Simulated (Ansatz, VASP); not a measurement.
**HgTe: VASP beside Ansatz**

```
Hg Te
1.0
     0.00000    3.22350    3.22350
     3.22350    0.00000    3.22350
     3.22350    3.22350    0.00000
Hg Te
1 1
Cartesian
  -0.0289 -0.0289 -0.0289
  4.8353 4.8353 4.8353
```

Change from the starting cell: all Hg atoms moved +0.050 Å, as atom 1 towards its neighbour atom 2 (Te) at 2.792 Å.

Alike in both runs: task single point; functional PBEsol; k mesh 14 × 14 × 14; occupations gaussian, width 0.15 eV; no spin polarisation.

|  | VASP | Ansatz |
| --- | --- | --- |
| version | VASP 6.6.1 | Ansatz 0.2.0 |
| potentials or method | VASP PAW PBE potentials, release 64 (Hg, Te), cutoff 520 eV | scalar-relativistic, plane waves, PAW |
| valence electrons in the cell | 18 | 36 |

Ansatz gave:

| Property | Result |
| --- | --- |
| gap on the k mesh at the Fermi level (eV) | none |
| pressure (GPa) | 1.4 |
| traceless stress, the component that is largest in VASP (GPa) | 0.45 |
| rms of the force components (eV/Å) | 0.126 |

Task: What did VASP give for the same quantities?

Result: gap on the k mesh at the Fermi level (eV): none; pressure (GPa): 1.5; traceless stress, the component that is largest in VASP (GPa): 0.46; rms of the force components (eV/Å): 0.130.

VASP's potentials were made for PBE, not for PBEsol. Atom by atom the forces differ by 0.004 eV/Å (rms over components). A gap of «none» marks a metal or a gap that the smearing closes. With one functional, cell and mesh, what is left measures potentials, basis and numerics. VASP's potentials hold 18 valence electrons a cell and Ansatz's 36, so a difference there can come from the potentials and not from the codes.

Spin-orbit coupling is off throughout.
